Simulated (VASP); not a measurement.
# CdS (P6_3mc) in VASP: notebook

Runs on CdS. Level: PBE. Tasks: single point.

All numbers are computed with VASP 6.6.1; they aren't measurements. Logs are shortened: lines on timing, memory, paths and dates and some standing lists are left out, and cuts for length are marked.

### Step 1. The cell of the first run

Symmetry: P6_3mc, No. 186, hexagonal system. The conventional cell has a = 3.936 Å, b = 3.936 Å, c = 6.353 Å, α = 90.00°, β = 90.00°, γ = 120.00°. Cd (site symmetry 3m) has 4 S at 2.40 to 2.41 Å within 3.2 Å. Within 3.2 Å of S (site symmetry 3m) lie 4 Cd at 2.40 to 2.41 Å.

### Step 2. Single point, PBE

Contents of INCAR:

```
ALGO = Normal
EDIFF = 1E-6
ENCUT = 520
GGA = PE
ISIF = 2
ISMEAR = 0
LASPH = True
LCHARG = False
LREAL = False
LWAVE = False
NBANDS = 26
NELM = 80
PREC = Accurate
SIGMA = 0.1
```

Contents of KPOINTS:

```
k-points
0
Gamma
  6 6 4
```

Contents of POSCAR:

```
CdS
1.0
    3.9361220290      0.0000000000      0.0000000000
   -1.9680610145      3.4087816695      0.0000000000
    0.0000000000      0.0000000000      6.3532568405
Cd S
2 2
Direct
    0.6666666667      0.3333333333      0.5006044111
    0.3333333333      0.6666666667      0.0006044111
    0.6666666667      0.3333333333      0.8797055889
    0.3333333333      0.6666666667      0.3797055889
```

Potentials or basis: VASP PAW PBE potentials, release 64 (Cd, S).

The run is started by

```sh
> cat potpaw_PBE.64/Cd/POTCAR potpaw_PBE.64/S/POTCAR > POTCAR
> mpirun -np 1 vasp_std > vasp.out
```

OUTCAR:

```text
EDIFF = 1E-6
   ENCUT = 520
   GGA = PE
   ISIF = 2
   ISMEAR = 0
   LASPH = True
   LREAL = False
   NELM = 80
   PREC = Accurate

 ion  position               nearest neighbor table
   1  0.667  0.333  0.501-   4 2.40   4 2.40   4 2.40   3 2.41
   2  0.333  0.667  0.001-   3 2.40   3 2.40   3 2.40   4 2.41
   3  0.667  0.333  0.880-   2 2.40   2 2.40   2 2.40   1 2.41
   4  0.333  0.667  0.380-   1 2.40   1 2.40   1 2.40   2 2.41

  LATTYP: Found a hexagonal cell.
 ALAT       =     3.9361220290
 C/A-ratio  =     1.6140904153

  Lattice vectors:

 A1 = (   3.9361220290,   0.0000000000,   0.0000000000)
 A2 = (  -1.9680610145,   3.4087816695,   0.0000000000)
 A3 = (   0.0000000000,   0.0000000000,   6.3532568405)

Analysis of symmetry for initial positions (statically):
=====================================================================
 Subroutine PRICEL returns:
 Original cell was already a primitive cell.

 Routine SETGRP: Setting up the symmetry group for a
 hexagonal supercell.

 Subroutine GETGRP returns: Found 12 space group operations
 (whereof  6 operations were pure point group operations)
 out of a pool of 24 trial point group operations.

The static configuration has the point symmetry C_3v.
 The point group associated with its full space group is C_6v.

Analysis of symmetry for dynamics (positions and initial velocities):
=====================================================================
 Subroutine PRICEL returns:
 Original cell was already a primitive cell.

 Routine SETGRP: Setting up the symmetry group for a
 hexagonal supercell.

 Subroutine GETGRP returns: Found 12 space group operations
 (whereof  6 operations were pure point group operations)
 out of a pool of 24 trial point group operations.

The dynamic configuration has the point symmetry C_3v.
 The point group associated with its full space group is C_6v.

 Subroutine INISYM returns: Found 12 space group operations
 (whereof  6 operations are pure point group operations),
 and found     1 'primitive' translations

----------------------------------------------------------------------------------------

                                     Primitive cell

  volume of cell :      85.2441

  direct lattice vectors                    reciprocal lattice vectors
     3.936122029  0.000000000  0.000000000     0.254057164  0.146679972  0.000000000
    -1.968061014  3.408781670  0.000000000     0.000000000  0.293359944  0.000000000
     0.000000000  0.000000000  6.353256841     0.000000000  0.000000000  0.157399587

  length of vectors
     3.936122029  3.936122029  6.353256841     0.293359944  0.293359944  0.157399587

  position of ions in fractional coordinates (direct lattice)
     0.666666667  0.333333333  0.500604411
     0.333333333  0.666666667  0.000604411
     0.666666667  0.333333333  0.879705589
     0.333333333  0.666666667  0.379705589

  ion indices of the primitive-cell ions
   primitive index   ion index
                 1           1
                 2           2
                 3           3
                 4           4

----------------------------------------------------------------------------------------

 KPOINTS: k-points

Automatic generation of k-mesh.
 Grid dimensions read from file:
 generate k-points for:    6    6    4

 Generating k-lattice:

  Cartesian coordinates                     Fractional coordinates (reciprocal lattice)
     0.042342861  0.024446662  0.000000000     0.166666667 -0.000000000  0.000000000
     0.000000000  0.048893324  0.000000000     0.000000000  0.166666667  0.000000000
     0.000000000  0.000000000  0.039349897     0.000000000  0.000000000  0.250000000

  Length of vectors
     0.048893324  0.048893324  0.039349897

  Shift w.r.t. Gamma in fractional coordinates (k-lattice)
     0.000000000  0.000000000  0.000000000

 Subroutine IBZKPT returns following result:
 ===========================================

 Found     21 irreducible k-points:

 Following reciprocal coordinates:
            Coordinates               Weight
  0.000000  0.000000  0.000000      1.000000
  0.166667 -0.000000  0.000000      6.000000
  0.333333 -0.000000  0.000000      6.000000
  0.500000  0.000000  0.000000      3.000000
  0.166667  0.166667  0.000000      6.000000
  0.333333  0.166667  0.000000     12.000000
[... 13 lines left out ...]
  0.333333  0.166667  0.500000     12.000000
  0.333333  0.333333  0.500000      2.000000
   k-points           NKPTS =     21   k-points in BZ     NKDIM =     21   number of bands    NBANDS=     26
   number of dos      NEDOS =    301   number of ions     NIONS =      4
   total plane-waves  NPLWV =  43200
   dimension x,y,z NGX =    30 NGY =   30 NGZ =   48
   dimension x,y,z NGXF=    60 NGYF=   60 NGZF=   96
   ions per type =               2   2
   NGX,Y,Z   is equivalent  to a cutoff of  12.67, 12.67, 12.56 a.u.
   NGXF,Y,Z  is equivalent  to a cutoff of  25.34, 25.34, 25.12 a.u.
 SYSTEM =  unknown system
   PREC   = accura    normal or accurate (medium, high low for compatibility)
   ISTART =      0    job   : 0-new  1-cont  2-samecut
   ICHARG =      2    charge: 1-file 2-atom 10-const
   ISPIN  =      1    spin polarized calculation?
   LNONCOLLINEAR =      F non collinear calculations
   LSORBIT =      F    spin-orbit coupling
   LASPH  =      T    aspherical Exc in radial PAW
   ENCUT  =  520.0 eV  38.22 Ry    6.18 a.u.   7.32  7.32 11.81*2*pi/ulx,y,z
   NELM   =     80;   NELMIN=  2; NELMDL= -5     # of ELM steps
   EDIFF  = 0.1E-05   stopping-criterion for ELM
   LREAL  =      F    real-space projection
   EDIFFG = 0.1E-04   stopping-criterion for IOM
   NSW    =      0    number of steps for IOM
   IBRION =     -1    ionic relax: 0-MD 1-quasi-New 2-CG
   NFREE  =      0    steps in history (QN), initial steepest desc. (CG)
   ISIF   =      2    stress and relaxation
   ISYM   =      2    0-nonsym 1-usesym 2-fastsym
   POTIM  = 0.5000    time-step for ionic-motion
   TEBEG  =    0.0;   TEEND  =   0.0 temperature during run
   PSTRESS=    0.0 pullay stress
   NELECT =      36.0000    total number of electrons
   NUPDOWN=      -1.0000    fix difference up-down
   EMIN   =  10.00;   EMAX   =-10.00  energy-range for DOS
   EFERMI =   0.00;   METHOD = LEGACY
   ISMEAR =     0;   SIGMA  =   0.10  broadening in eV -4-tet -1-fermi 0-gaus
   EFERMI_NEDOS =   21; number of points for ismear=-14 and -15
   IALGO  =     38    algorithm
   IMIX   =      4    mixing-type and parameters
     AMIX     =   0.40;   BMIX     =  1.00
     AMIX_MAG =   1.60;   BMIX_MAG =  1.00
  volume/ion in A,a.u.               =      21.31       143.81
  Fermi-wavevector in a.u.,A,eV,Ry     =   1.228252  2.321060 20.525802  1.508604
  Thomas-Fermi vector in A             =   2.363185
   LORBIT       =      0    0 simple, 1 ext, 2 COOP (PROOUT), +10 PAW based schemes
   GGA     = PE    functional components
   LHFCALC =     F    Hartree Fock is set to
   AEXX    =    0.0000 exact exchange contribution
   IVDW    =     0    specifies the selected vdW correction
   LEPSILON=     F    determine dielectric tensor
   LRPA    =     F    only Hartree local field effects (RPA)
 non-spin polarized calculation
 Gauss-broadening in eV      SIGMA  =   0.10
  energy-cutoff  :      520.00
  volume of cell :       85.24
 maximum number of plane-waves:      2340
 NGX is ok and might be reduce to    30
   NGX = 15   NGY = 15   NGZ = 23

 number of electron      35.9999989 magnetization

 Free energy of the ion-electron system (eV)
  ---------------------------------------------------
  ext. energy  EPLUGINS =         0.00000000
  ---------------------------------------------------
  free energy    TOTEN  =       -11.41306820 eV

  energy without entropy =      -11.41306820  energy(sigma->0) =      -11.41306820

 E-fermi :   3.1842     XC(G=0):  -9.8762

 val. band max:        2.7549497257   @ k =   0.0000   0.0000   0.0000
 cond. band min:       4.3392909093   @ k =   0.0000   0.0000   0.0000
 fundamental gap:      1.5843411836
 Fermi energy:         3.1841853320

 k-point     1 :       0.0000    0.0000    0.0000
  band No.  band energies     occupation
      1     -10.6820      2.00000
      2     -10.0855      2.00000
      3      -5.6444      2.00000
      4      -5.6444      2.00000
      5      -5.6354      2.00000
      6      -5.5251      2.00000
[... 18 lines left out ...]
     25      10.3762      0.00000
     26      11.0485      0.00000

 k-point     2 :       0.1667   -0.0000    0.0000
  band No.  band energies     occupation
      1     -10.5524      2.00000
      2     -10.0307      2.00000
      3      -5.6074      2.00000
      4      -5.5879      2.00000
      5      -5.5538      2.00000
      6      -5.4597      2.00000
[... 18 lines left out ...]
     25      10.5749      0.00000
     26      11.0763      0.00000

 k-point     3 :       0.3333   -0.0000    0.0000
  band No.  band energies     occupation
      1     -10.2714      2.00000
      2      -9.9400      2.00000
      3      -5.5342      2.00000
      4      -5.5008      2.00000
      5      -5.3496      2.00000
      6      -5.2749      2.00000
[... 18 lines left out ...]
     25      11.2139      0.00000
     26      12.1715      0.00000

 k-point     4 :       0.5000    0.0000    0.0000
  band No.  band energies     occupation
      1     -10.1058      2.00000
      2      -9.9195      2.00000
      3      -5.5202      2.00000
      4      -5.4743      2.00000
      5      -5.2112      2.00000
      6      -5.1923      2.00000
[... 18 lines left out ...]
     25      11.3314      0.00000
     26      13.6564      0.00000
[... 409 lines left out ...]
      1     -10.1366      2.00000
      2     -10.1366      2.00000
      3      -5.4656      2.00000
      4      -5.4656      2.00000
      5      -5.4290      2.00000
      6      -5.4290      2.00000
[... 18 lines left out ...]
     25      10.8869      0.00000
     26      10.8869      0.00000

 k-point    20 :       0.3333    0.1667    0.5000
  band No.  band energies     occupation
      1      -9.9947      2.00000
      2      -9.9947      2.00000
      3      -5.4375      2.00000
      4      -5.4375      2.00000
      5      -5.3428      2.00000
      6      -5.3428      2.00000
[... 18 lines left out ...]
     25      11.4639      0.00000
     26      11.4639      0.00000

 k-point    21 :       0.3333    0.3333    0.5000
  band No.  band energies     occupation
      1      -9.9495      2.00000
      2      -9.9495      2.00000
      3      -5.3826      2.00000
      4      -5.3826      2.00000
      5      -5.3464      2.00000
      6      -5.3464      2.00000
[... 18 lines left out ...]
     25      12.1475      0.00000
     26      12.1475      0.00000

------------------------ aborting loop because EDIFF is reached ----------------------------------------

  FORCE on cell =-STRESS in cart. coord.  units (eV):
  Direction    XX          YY          ZZ          XY          YZ          ZX
  --------------------------------------------------------------------------------------
  -------------------------------------------------------------------------------------
  Total        9.3255403      9.3255403      9.3535295      0.0000000      0.0000000      0.0000000
  in kB      175.2751839    175.2751839    175.8012460      0.0000000      0.0000000      0.0000000
  external PRESSURE =     175.4505379 kB  Pullay stress =       0.0000000 kB

 VOLUME and BASIS-vectors are now :
 -----------------------------------------------------------------------------
  energy-cutoff  :      520.00
  volume of cell :       85.24
      direct lattice vectors                 reciprocal lattice vectors
     3.936122029  0.000000000  0.000000000     0.254057164  0.146679972  0.000000000
    -1.968061014  3.408781670  0.000000000     0.000000000  0.293359944  0.000000000
     0.000000000  0.000000000  6.353256841     0.000000000  0.000000000  0.157399587

 POSITION                                       TOTAL-FORCE (eV/Angst)
 -----------------------------------------------------------------------------------
      1.96806      1.13626      3.18047         0.000000     -0.000000      0.026154
     -0.00000      2.27252      0.00384         0.000000      0.000000      0.026154
      1.96806      1.13626      5.58900        -0.000000      0.000000     -0.026154
     -0.00000      2.27252      2.41237         0.000000      0.000000     -0.026154
 -----------------------------------------------------------------------------------
    total drift:                               -0.000000      0.000000      0.000282

  FREE ENERGIE OF THE ION-ELECTRON SYSTEM (eV)
  ---------------------------------------------------
  free  energy   TOTEN  =       -11.4130682019 eV

  energy  without entropy=      -11.4130682019  energy(sigma->0) =      -11.41306820
```

It took 30 s on 1 thread of Intel Xeon Platinum 8559C (Emerald Rapids), shared host; peak memory 0.2 GiB.

What came out:

```
Free energy            : -11.4131 eV
Pressure               : 17.5 GPa
Largest force          : 0.026 eV/Å
Band gap on the k mesh : 1.58 eV, direct
```

Forces on the atoms (eV/Å):
```
Cd   0.000  0.000  0.026
Cd   0.000  0.000  0.026
S    0.000  0.000 -0.026
S    0.000  0.000 -0.026
```

Levels at points of the mesh, in eV from the valence-band top:
| k point | band 15 | band 16 | band 17 | band 18 | band 19 | band 20 | band 21 | band 22 |
| --- | --- | --- | --- | --- | --- | --- | --- | --- |
| (0.00, 0.00, 0.00) | -1.01 | -0.06 | 0.00 | 0.00 | 1.58 | 2.90 | 6.36 | 6.36 |
| (0.50, 0.00, 0.00) | -3.38 | -2.50 | -1.70 | -1.03 | 3.77 | 4.03 | 5.03 | 7.01 |
| (0.00, 0.00, 0.50) | -0.53 | -0.53 | -0.53 | -0.53 | 3.14 | 3.14 | 6.36 | 6.36 |
| (0.50, 0.00, 0.50) | -1.80 | -1.80 | -1.68 | -1.68 | 3.52 | 3.52 | 5.40 | 5.40 |

As with any semilocal functional, this PBE gap is likely too small.

### Step 3. Single point, PBE

This run uses another cell than the first one, of 26.08 Å³/atom, 1.224 times its volume.

Contents of INCAR:

```
PREC = Accurate
ENCUT = 520
EDIFF = 1E-6
ISMEAR = 0
SIGMA = 0.1
LREAL = False
LASPH = True
NELM = 80
ALGO = Normal
ISIF = 2
LWAVE = False
LCHARG = False
GGA = PE
NBANDS = 26
```

Contents of KPOINTS:

```
Automatic mesh
0
Gamma
  6 6 4
```

Contents of POSCAR:

```
CdS
1.0
    4.1988951754      0.0000000000      0.0000000000
   -2.0994475877      3.6363498897      0.0000000000
    0.0000000000      0.0000000000      6.8309974538
Cd S
2 2
Direct
    0.6666666667      0.3333333333      0.5018506384
    0.3333333333      0.6666666667      0.0018506384
    0.6666666667      0.3333333333      0.8784593616
    0.3333333333      0.6666666667      0.3784593616
```

Potentials or basis: VASP PAW PBE potentials, release 64 (Cd, S).

The run is started by

```sh
> cat potpaw_PBE.64/Cd/POTCAR potpaw_PBE.64/S/POTCAR > POTCAR
> mpirun -np 1 vasp_std > vasp.out
```

Run time: 30 s. Hardware: 1 thread of Intel Xeon Platinum 8559C (Emerald Rapids), shared host; peak memory 0.23 GiB.

The run converged. Its results:

```
Free energy            : -12.2976 eV
Pressure               : 0.2 GPa
Band gap on the k mesh : 1.11 eV, direct
```

Levels at points of the mesh, in eV from the valence-band top:
| k point | band 15 | band 16 | band 17 | band 18 | band 19 | band 20 | band 21 | band 22 |
| --- | --- | --- | --- | --- | --- | --- | --- | --- |
| (0.00, 0.00, 0.00) | -0.69 | -0.04 | 0.00 | 0.00 | 1.11 | 2.73 | 6.48 | 6.48 |
| (0.50, 0.00, 0.00) | -2.44 | -1.72 | -1.18 | -0.69 | 3.62 | 3.87 | 5.12 | 6.25 |
| (0.00, 0.00, 0.50) | -0.36 | -0.36 | -0.36 | -0.36 | 2.75 | 2.75 | 6.14 | 6.14 |
| (0.50, 0.00, 0.50) | -1.23 | -1.23 | -1.22 | -1.22 | 3.45 | 3.45 | 5.35 | 5.35 |

### Step 4. Single point, PBE

This run uses another cell than the first one, of 26.08 Å³/atom, 1.224 times its volume.

Contents of INCAR:

```
SYSTEM = CdS
PREC     = Accurate       ! precision mode
ENCUT    = 520            ! plane-wave cutoff, eV
EDIFF    = 1E-6           ! SCF threshold, eV
ISMEAR   = 0              ! smearing method
SIGMA    = 0.02           ! smearing width, eV
LREAL    = .FALSE.        ! projectors in reciprocal space
LASPH    = .TRUE.         ! aspherical terms in the spheres
NELM     = 80             ! most SCF steps
ALGO     = Normal         ! electronic algorithm
ISIF     = 2              ! what is computed and relaxed
LWAVE    = .FALSE.        ! write WAVECAR
LCHARG   = .FALSE.        ! write CHGCAR
GGA      = PE             ! functional
NBANDS   = 26             ! bands
```

Contents of KPOINTS:

```
Automatic mesh
0
G
  6 6 4
  0 0 0
```

POSCAR is that of step 3.

The run is started by

```sh
> cat potpaw_PBE.64/Cd/POTCAR potpaw_PBE.64/S/POTCAR > POTCAR
> mpirun -np 1 vasp_std > vasp.out
```

Wall time 36 s (1 thread of Intel Xeon Platinum 8559C (Emerald Rapids), shared host); peak memory 0.24 GiB.

It converged, with:

```
Free energy            : -12.2976 eV
Pressure               : 0.2 GPa
Band gap on the k mesh : 1.11 eV, direct
```

Levels at points of the mesh, in eV from the valence-band top:
| k point | band 16 | band 17 | band 18 | band 19 | band 20 | band 21 |
| --- | --- | --- | --- | --- | --- | --- |
| (0.00, 0.00, 0.00) | -0.04 | 0.00 | 0.00 | 1.11 | 2.73 | 6.48 |
| (0.50, 0.00, 0.00) | -1.72 | -1.18 | -0.69 | 3.62 | 3.87 | 5.12 |
| (0.00, 0.00, 0.50) | -0.36 | -0.36 | -0.36 | 2.75 | 2.75 | 6.14 |
| (0.50, 0.00, 0.50) | -1.23 | -1.22 | -1.22 | 3.45 | 3.45 | 5.35 |

### Step 5. The runs side by side

```tsv
cell	smearing	gap on the mesh (eV)	pressure (GPa)
a = 3.936, b = 3.936, c = 6.353 Å, angles 90.0, 90.0, 120.0°, 4 atoms	gaussian 0.1 eV	1.58	17.5
a = 4.199, b = 4.199, c = 6.831 Å, angles 90.0, 90.0, 120.0°, 4 atoms	gaussian 0.1 eV	1.11	0.2
a = 4.199, b = 4.199, c = 6.831 Å, angles 90.0, 90.0, 120.0°, 4 atoms	gaussian 0.02 eV	1.11	0.2
```

Alike in all rows: task single point; level PBE; potentials or basis VASP PAW PBE potentials, release 64 (Cd, S); no spin polarisation; k mesh 6 × 6 × 4; cutoff (eV) 520.

Total energies depend on the potentials used, so only differences within one code and one set of settings carry meaning.
